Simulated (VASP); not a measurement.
# AgI (F-43m) in VASP: further runs

The runs below take AgI through single point, relaxation of cell and atoms, with HSE06, r2SCAN.

All numbers are computed with VASP 6.6.1; they aren't measurements. Logs are shortened: lines on timing, memory, paths and dates and some standing lists are left out, and cuts for length are marked.

### 1 The cell of the first run

It takes space group F-43m (No. 216, cubic). Conventional cell: a = 6.577 Å, b = 6.577 Å, c = 6.577 Å, α = 90.00°, β = 90.00°, γ = 90.00°. Ag (site symmetry -43m) has 4 I at 2.85 Å within 3.8 Å. I (site symmetry -43m) has 4 Ag at 2.85 Å within 3.8 Å.

### 2 Single point, HSE06, non-collinear spin, zero start, spin-orbit coupling

POSCAR reads:

```
AgI
1.0
    0.0000000000      3.2886327781      3.2886327781
    3.2886327781      0.0000000000      3.2886327781
    3.2886327781      3.2886327781      0.0000000000
Ag I
1 1
Direct
    0.0000000000      0.0000000000      0.0000000000
    0.2500000000      0.2500000000      0.2500000000
```

INCAR.step1 reads:

```
PREC     = Accurate       # precision mode
ENCUT    = 400            # plane-wave cutoff, eV
EDIFF    = 1E-5           # SCF threshold, eV
ISMEAR   = 0              # smearing method
SIGMA    = 0.01           # smearing width, eV
LREAL    = F              # projectors in reciprocal space
LASPH    = T              # aspherical terms in the spheres
NELM     = 200            # most SCF steps
ALGO     = Normal         # electronic algorithm
ISIF     = 2              # what is computed and relaxed
LWAVE    = T              # write WAVECAR
MAGMOM   = 0 0 0 0 0 0    # initial moments
LORBIT   = 11             # projections on sites
LSORBIT  = T              # spin-orbit coupling
GGA_COMPAT= F            
LORBMOM  = T            
LMAXMIX  = 4              # l up to which the mixer works
GGA      = PE             # functional
NBANDS   = 30             # bands
```

INCAR.step2 reads:

```
PREC     = Accurate       # precision mode
ENCUT    = 400            # plane-wave cutoff, eV
EDIFF    = 1E-6           # SCF threshold, eV
ISMEAR   = 0              # smearing method
SIGMA    = 0.01           # smearing width, eV
LREAL    = F              # projectors in reciprocal space
LASPH    = T              # aspherical terms in the spheres
NELM     = 200            # most SCF steps
ALGO     = Normal         # electronic algorithm
ISIF     = 2              # what is computed and relaxed
LWAVE    = F              # write WAVECAR
LCHARG   = T              # write CHGCAR
MAGMOM   = 0 0 0 0 0 0    # initial moments
LORBIT   = 11             # projections on sites
LSORBIT  = T              # spin-orbit coupling
GGA_COMPAT= F            
LORBMOM  = T            
LMAXMIX  = 4              # l up to which the mixer works
GGA      = PE             # functional
LHFCALC  = T              # exact exchange
HFSCREEN = 0.2079         # screening, 1/A
PRECFOCK = Normal       
LVHAR    = T            
ISTART   = 1            
NBANDS   = 30             # bands
```

KPOINTS reads:

```
regular mesh
0
Gamma
  4 4 4
```

Potentials or basis: VASP PAW PBE potentials, release 64 (Ag, I).

Launch:

```console
$ cat potpaw_PBE.64/Ag/POTCAR potpaw_PBE.64/I/POTCAR > POTCAR
$ cp INCAR.step1 INCAR
$ mpirun -np 1 vasp_ncl > vasp.out
$ cp INCAR.step2 INCAR
$ mpirun -np 1 vasp_ncl > vasp.out
```

OUTCAR:

```text
PREC = Accurate
   ENCUT = 400
   EDIFF = 1E-6
   ISMEAR = 0
   LREAL = F
   LASPH = T
   NELM = 200
   ISIF = 2
   LORBIT = 11
   LSORBIT = T
   GGA = PE
   LHFCALC = T
   HFSCREEN = 0.2079
   PRECFOCK = Normal
   ISTART = 1

 ion  position               nearest neighbor table
   1  0.000  0.000  0.000-   2 2.85   2 2.85   2 2.85   2 2.85
   2  0.250  0.250  0.250-   1 2.85   1 2.85   1 2.85   1 2.85

  LATTYP: Found a face centered cubic cell.
 ALAT       =     6.5772655562

  Lattice vectors:

 A1 = (   0.0000000000,   3.2886327781,   3.2886327781)
 A2 = (   3.2886327781,   0.0000000000,   3.2886327781)
 A3 = (   3.2886327781,   3.2886327781,   0.0000000000)

Analysis of symmetry for initial positions (statically):
=====================================================================
 Subroutine PRICEL returns:
 Original cell was already a primitive cell.

 Routine SETGRP: Setting up the symmetry group for a
 face centered cubic supercell.

 Subroutine GETGRP returns: Found 24 space group operations
 (whereof 24 operations were pure point group operations)
 out of a pool of 48 trial point group operations.

The static configuration has the point symmetry T_d .

Analysis of symmetry for dynamics (positions and initial velocities):
=====================================================================
 Subroutine PRICEL returns:
 Original cell was already a primitive cell.

 Routine SETGRP: Setting up the symmetry group for a
 face centered cubic supercell.

 Subroutine GETGRP returns: Found 24 space group operations
 (whereof 24 operations were pure point group operations)
 out of a pool of 48 trial point group operations.

The dynamic configuration has the point symmetry T_d .

Analysis of structural, dynamic, and magnetic symmetry:
=====================================================================
 Subroutine PRICEL returns:
 Original cell was already a primitive cell.

 Routine SETGRP: Setting up the symmetry group for a
 face centered cubic supercell.

 Subroutine GETGRP returns: Found 24 space group operations
 (whereof 24 operations were pure point group operations)
 out of a pool of 48 trial point group operations.

The overall configuration has the point symmetry T_d .

 Subroutine INISYM returns: Found 24 space group operations
 (whereof 24 operations are pure point group operations),
 and found     1 'primitive' translations

----------------------------------------------------------------------------------------

                                     Primitive cell

  volume of cell :      71.1338

  direct lattice vectors                    reciprocal lattice vectors
     0.000000000  3.288632778  3.288632778    -0.152038867  0.152038867  0.152038867
     3.288632778  0.000000000  3.288632778     0.152038867 -0.152038867  0.152038867
     3.288632778  3.288632778  0.000000000     0.152038867  0.152038867 -0.152038867

  length of vectors
     4.650829076  4.650829076  4.650829076     0.263339042  0.263339042  0.263339042

  position of ions in fractional coordinates (direct lattice)
     0.000000000  0.000000000  0.000000000
     0.250000000  0.250000000  0.250000000

  ion indices of the primitive-cell ions
   primitive index   ion index
                 1           1
                 2           2

----------------------------------------------------------------------------------------

 KPOINTS: regular mesh

Automatic generation of k-mesh.
 Grid dimensions read from file:
 generate k-points for:    4    4    4

 Generating k-lattice:

  Cartesian coordinates                     Fractional coordinates (reciprocal lattice)
    -0.038009717  0.038009717  0.038009717     0.250000000  0.000000000  0.000000000
[... 84 lines left out ...]
  energy-cutoff  :      400.00
  volume of cell :       71.13
 maximum number of plane-waves:      2616
  NGX = 24; NGY = 24; NGZ = 24

 number of electron      17.9999993 magnetization       0.0000000     -0.0000000     -0.0000000

 number of electron      17.9999993 magnetization      -0.0000000      0.0000000      0.0000000

 Free energy of the ion-electron system (eV)
  ---------------------------------------------------
  ext. energy  EPLUGINS =         0.00000000
  ---------------------------------------------------
  free energy    TOTEN  =        -5.86733327 eV

  energy without entropy =       -5.86733327  energy(sigma->0) =       -5.86733327

 E-fermi :   2.3044     XC(G=0):  -6.8795

 val. band max:        2.2278915492   @ k =   0.0000   0.0000   0.0000
 cond. band min:       4.4481291258   @ k =   0.0000   0.0000   0.0000
 fundamental gap:      2.2202375766
 Fermi energy:         2.3044128128

 k-point     1 :       0.0000    0.0000    0.0000
  band No.  band energies     occupation
      1     -11.4988      1.00000
      2     -11.4988      1.00000
      3      -2.6839      1.00000
      4      -2.6839      1.00000
      5      -2.6839      1.00000
      6      -2.6839      1.00000
[... 319 lines left out ...]
     29      14.7261      0.00000
     30      14.8978      0.00000

------------------------ aborting loop because EDIFF is reached ----------------------------------------

  FORCE on cell =-STRESS in cart. coord.  units (eV):
  Direction    XX          YY          ZZ          XY          YZ          ZX
  --------------------------------------------------------------------------------------
  -------------------------------------------------------------------------------------
  Total        0.1802274      0.1802274      0.1802274      0.0000000     -0.0000000      0.0000000
  in kB        4.0593387      4.0593387      4.0593387      0.0000000     -0.0000000      0.0000000
  external PRESSURE =       4.0593387 kB  Pullay stress =       0.0000000 kB

 VOLUME and BASIS-vectors are now :
 -----------------------------------------------------------------------------
  energy-cutoff  :      400.00
  volume of cell :       71.13
      direct lattice vectors                 reciprocal lattice vectors
     0.000000000  3.288632778  3.288632778    -0.152038867  0.152038867  0.152038867
     3.288632778  0.000000000  3.288632778     0.152038867 -0.152038867  0.152038867
     3.288632778  3.288632778  0.000000000     0.152038867  0.152038867 -0.152038867

 POSITION                                       TOTAL-FORCE (eV/Angst)
 -----------------------------------------------------------------------------------
      0.00000      0.00000      0.00000         0.000000      0.000000      0.000000
      1.64432      1.64432      1.64432        -0.000000     -0.000000     -0.000000
 -----------------------------------------------------------------------------------
    total drift:                                0.000001      0.000001      0.000003

  FREE ENERGIE OF THE ION-ELECTRON SYSTEM (eV)
  ---------------------------------------------------
  free  energy   TOTEN  =        -5.8673332741 eV

  energy  without entropy=       -5.8673332741  energy(sigma->0) =       -5.86733327

 orbital moment (x)

 # of ion     p       d       tot
 ----------------------------------------
  1        -0.000   0.000   0.000
  2         0.000   0.000   0.000
 ----------------------------------------
           -0.000   0.000   0.000

 orbital moment (y)

 # of ion     p       d       tot
 ----------------------------------------
  1        -0.000   0.000   0.000
  2        -0.000   0.000  -0.000
 ----------------------------------------
           -0.000   0.000   0.000

 orbital moment (z)

 # of ion     p       d       tot
 ----------------------------------------
  1        -0.000   0.000   0.000
  2        -0.000   0.000  -0.000
 ----------------------------------------
           -0.000   0.000   0.000

 Spin-Orbit-Coupling matrix elements

 Ion:    1  E_soc:     -0.0427153
 l=   1
     0.0000000    -0.0015883    -0.0015883
    -0.0015883     0.0000000    -0.0015883
    -0.0015883    -0.0015883     0.0000000
 l=   2
     0.0000000    -0.0011657     0.0000000    -0.0011657    -0.0043652
    -0.0011657     0.0000000    -0.0032739    -0.0011657    -0.0010913
     0.0000000    -0.0032739     0.0000000    -0.0032739     0.0000000
    -0.0011657    -0.0011657    -0.0032739     0.0000000    -0.0010913
    -0.0043652    -0.0010913     0.0000000    -0.0010913     0.0000000
 l=   3
     0.0000000     0.0000000     0.0000000     0.0000000     0.0000000     0.0000000     0.0000000
     0.0000000     0.0000000     0.0000000     0.0000000     0.0000000     0.0000000     0.0000000
     0.0000000     0.0000000     0.0000000     0.0000000     0.0000000     0.0000000     0.0000000
     0.0000000     0.0000000     0.0000000     0.0000000     0.0000000     0.0000000     0.0000000
     0.0000000     0.0000000     0.0000000     0.0000000     0.0000000     0.0000000     0.0000000
     0.0000000     0.0000000     0.0000000     0.0000000     0.0000000     0.0000000     0.0000000
     0.0000000     0.0000000     0.0000000     0.0000000     0.0000000     0.0000000     0.0000000

 Ion:    2  E_soc:     -0.2482524
 l=   1
     0.0000000    -0.0412936    -0.0412936
    -0.0412936     0.0000000    -0.0412936
    -0.0412936    -0.0412936     0.0000000
 l=   2
     0.0000000    -0.0000309     0.0000000    -0.0000309    -0.0000509
    -0.0000309     0.0000000    -0.0000381    -0.0000309    -0.0000127
     0.0000000    -0.0000381     0.0000000    -0.0000381     0.0000000
    -0.0000309    -0.0000309    -0.0000381     0.0000000    -0.0000127
    -0.0000509    -0.0000127     0.0000000    -0.0000127     0.0000000
 l=   3
     0.0000000     0.0000000     0.0000000     0.0000000     0.0000000     0.0000000     0.0000000
     0.0000000     0.0000000     0.0000000     0.0000000     0.0000000     0.0000000     0.0000000
     0.0000000     0.0000000     0.0000000     0.0000000     0.0000000     0.0000000     0.0000000
     0.0000000     0.0000000     0.0000000     0.0000000     0.0000000     0.0000000     0.0000000
     0.0000000     0.0000000     0.0000000     0.0000000     0.0000000     0.0000000     0.0000000
     0.0000000     0.0000000     0.0000000     0.0000000     0.0000000     0.0000000     0.0000000
     0.0000000     0.0000000     0.0000000     0.0000000     0.0000000     0.0000000     0.0000000

 total charge

# of ion       s       p       d       tot
------------------------------------------
    1        0.275   0.200   9.370   9.844
    2        1.493   2.859   0.026   4.379
--------------------------------------------------
tot          1.769   3.059   9.396  14.223

 magnetization (x)

# of ion       s       p       d       tot
------------------------------------------
    1        0.000   0.000   0.000   0.000
    2        0.000  -0.000  -0.000  -0.000
--------------------------------------------------
tot          0.000  -0.000   0.000   0.000

 magnetization (y)

# of ion       s       p       d       tot
------------------------------------------
    1       -0.000   0.000   0.000  -0.000
    2        0.000   0.000   0.000   0.000
--------------------------------------------------
tot         -0.000   0.000   0.000  -0.000

 magnetization (z)

# of ion       s       p       d       tot
------------------------------------------
    1        0.000  -0.000  -0.000   0.000
    2        0.000   0.000   0.000   0.000
--------------------------------------------------
tot          0.000  -0.000  -0.000   0.000
```

Wall time 36 min (1 thread of Intel Xeon Platinum 8259CL at 2.50GHz (Skylake/Cascade Lake), shared host); peak memory 0.41 GiB.

Results:

```yaml
Free_energy: -5.8673 eV
Pressure: 0.4 GPa
Net_moment: 0.00 μB per cell
Valence_electrons_inside_the_program's_atomic_spheres: Ag 9.84; I 4.38
```

Moments on the atoms (μB; x, y, z):
```
Ag  0.00 0.00 0.00
I   0.00 0.00 0.00
```

Caveat: the k points lie up to 0.41 Å⁻¹ apart; the PAW data sets were made with another functional, which shifts forces and pressure a little.

### 3 Relaxation of cell and atoms, r2SCAN

This run uses another cell than the first one, of 36.46 Å³/atom.

POSCAR reads:

```
AgI
1.0
    0.0000000000      3.3158714970      3.3158714970
    3.3158714970      0.0000000000      3.3158714970
    3.3158714970      3.3158714970      0.0000000000
Ag I
1 1
Direct
    0.0000000000      0.0000000000      0.0000000000
    0.2500000000      0.2500000000      0.2500000000
```

INCAR.step1 reads:

```
PREC = Accurate
ENCUT = 550
ISMEAR = -1
SIGMA = 0.02
LREAL = F
LASPH = T
NELM = 120
GGA = PE
ALGO = Normal
EDIFF = 1E-5
LWAVE = T
LCHARG = F
GGA_COMPAT = F
IBRION = 2
ISIF = 3
EDIFFG = -0.005
NELMIN = 4
NSW = 100
```

INCAR.step2 reads:

```
PREC = Accurate
ENCUT = 550
EDIFF = 1E-7
ISMEAR = -1
SIGMA = 0.02
LREAL = F
LASPH = T
NELM = 120
ALGO = Normal
ISIF = 3
LWAVE = F
LCHARG = F
METAGGA = R2SCAN
LMIXTAU = T
IBRION = 2
NSW = 80
EDIFFG = -0.005
ISTART = 1
GGA_COMPAT = F
NELMIN = 4
```

KPOINTS reads:

```
Automatic mesh
0
Gamma
  6 6 6
```

Potentials or basis: VASP PAW PBE potentials, release 64 (Ag, I).

Launch:

```console
$ cat potpaw_PBE.64/Ag/POTCAR potpaw_PBE.64/I/POTCAR > POTCAR
$ cp INCAR.step1 INCAR
$ mpirun -np 1 vasp_std > vasp.out
$ cp INCAR.step2 INCAR
$ mpirun -np 1 vasp_std > vasp.out
```

OUTCAR:

```text
PREC = Accurate
   ENCUT = 550
   EDIFF = 1E-7
   ISMEAR = -1
   LREAL = F
   LASPH = T
   NELM = 120
   ISIF = 3
   METAGGA = R2SCAN
   IBRION = 2
   NSW = 80
   EDIFFG = -0.005
   ISTART = 1
   NELMIN = 4

 ion  position               nearest neighbor table
   1  0.000  0.000  0.000-   2 2.87   2 2.87   2 2.87   2 2.87
   2  0.250  0.250  0.250-   1 2.87   1 2.87   1 2.87   1 2.87

  LATTYP: Found a face centered cubic cell.
 ALAT       =     6.6317429940

  Lattice vectors:

 A1 = (   0.0000000000,   3.3158714970,   3.3158714970)
 A2 = (   3.3158714970,   0.0000000000,   3.3158714970)
 A3 = (   3.3158714970,   3.3158714970,   0.0000000000)

Analysis of symmetry for initial positions (statically):
[... 172 lines left out ...]
  Total       -0.3547494     -0.3547494     -0.3547494      0.0000000      0.0000000     -0.0000000
  in kB       -7.7948755     -7.7948755     -7.7948755      0.0000000      0.0000000     -0.0000000
  external PRESSURE =      -7.7948755 kB  Pullay stress =       0.0000000 kB
[... 59 lines left out ...]
--------------------------------------- Ionic step        3  -------------------------------------------

 number of electron      18.0000001 magnetization

 Free energy of the ion-electron system (eV)
  ---------------------------------------------------
  ext. energy  EPLUGINS =         0.00000000
  ---------------------------------------------------
  free energy    TOTEN  =       -46.52575204 eV

  energy without entropy =      -46.52575204  energy(sigma->0) =      -46.52575204

 E-fermi :   2.9596     XC(G=0):  -8.7781

 val. band max:        2.4962714617   @ k =   0.0000   0.0000   0.0000
 cond. band min:       4.2868645163   @ k =   0.0000   0.0000   0.0000
 fundamental gap:      1.7905930547
 Fermi energy:         2.9596126010

 k-point     1 :       0.0000    0.0000    0.0000
  band No.  band energies     occupation
      1     -10.5192      2.00000
      2      -1.6294      2.00000
      3      -1.6294      2.00000
      4      -1.6294      2.00000
      5      -0.4552      2.00000
      6      -0.4552      2.00000
      7       2.4963      2.00000
      8       2.4963      2.00000
      9       2.4963      2.00000
     10       4.2869      0.00000
     11       8.7951      0.00000
     12       8.7951      0.00000
     13       8.7951      0.00000
[... 267 lines left out ...]
  FREE ENERGIE OF THE ION-ELECTRON SYSTEM (eV)
  ---------------------------------------------------
  free  energy   TOTEN  =       -46.5257520394 eV

  energy  without entropy=      -46.5257520394  energy(sigma->0) =      -46.52575204

 reached required accuracy - stopping structural energy minimisation
```

It took 2.3 min on 1 thread of Intel Xeon Platinum 8559C (Emerald Rapids), shared host; peak memory 0.23 GiB.

Results:

```
Free energy                           : -46.5258 eV
Relaxed volume                        : 35.43 Å³/atom
Relaxed cell                          : a = 4.645 Å, b = 4.645 Å, c = 4.645 Å, α = 60.00°, β = 60.00°, γ = 60.00°
Space group after relaxing (to 0.1 Å) : F-43m (No. 216)
Energy gained by relaxing             : 2.6 meV/atom
Ionic steps                           : 3
Pressure after relaxing               : 0.0 GPa
Band gap on the k mesh                : 1.79 eV
```

Step by step:
| step | energy change (eV) | largest force (eV/Å) | pressure (GPa) | volume (Å³) |
| --- | --- | --- | --- | --- |
| 1 | 0.0000 | 0.0000 | -0.78 | 72.92 |
| 2 | -0.0051 | 0.0000 | -0.08 | 71.06 |
| 3 | -0.0052 | 0.0000 | 0.00 | 70.87 |

Final structure:
```xyz
2
Lattice="0.0000 3.2846 3.2846 3.2846 0.0000 3.2846 3.2846 3.2846 0.0000" Properties=species:S:1:pos:R:3 pbc="T T T"
Ag    0.0000    0.0000    0.0000
I     1.6423    1.6423    1.6423
```

Caveat: the PAW data sets were made with another functional, which shifts forces and pressure a little; spin-orbit coupling is left out, which moves the levels of the heavy elements.
